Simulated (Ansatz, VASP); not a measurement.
InSb in VASP and in Ansatz

```
CELL_PARAMETERS angstrom
3.06331 -3.08137 0.00000
3.06331 3.08137 0.00000
0.00000 0.00000 6.12689
ATOMIC_POSITIONS crystal
In 0.27941 0.72059 0.25000
In 0.72059 0.27941 0.75000
Sb 0.77721 0.22279 0.25000
Sb 0.22279 0.77721 0.75000
```

Alike in both runs: task single point; functional PBE; k mesh 10 × 10 × 8; occupations gaussian, width 0.1 eV; no spin polarisation.

```csv
,VASP,Ansatz
version,VASP 6.6.1,Ansatz 0.2.0
potentials or method,"VASP PAW PBE potentials, release 64 (In_d, Sb), cutoff 520 eV","scalar-relativistic, plane waves, PAW"
valence electrons in the cell,36,56
```

```csv
,VASP,Ansatz,Ansatz less VASP
gap on the k mesh at the Fermi level (eV),none,none,-
pressure (GPa),0.1,0.1,+0.02
"traceless stress, the component that is largest in VASP (GPa)",-0.24,-0.23,+0.001
rms of the force components (eV/Å),0.004,0.005,+0.0011
```

Atom by atom the forces differ by 0.001 eV/Å (rms over components). A gap of «none» marks a metal or a gap that the smearing closes. VASP's potentials hold 36 valence electrons a cell and Ansatz's 56, so a difference there can come from the potentials and not from the codes.

Neither program's run includes spin-orbit coupling.
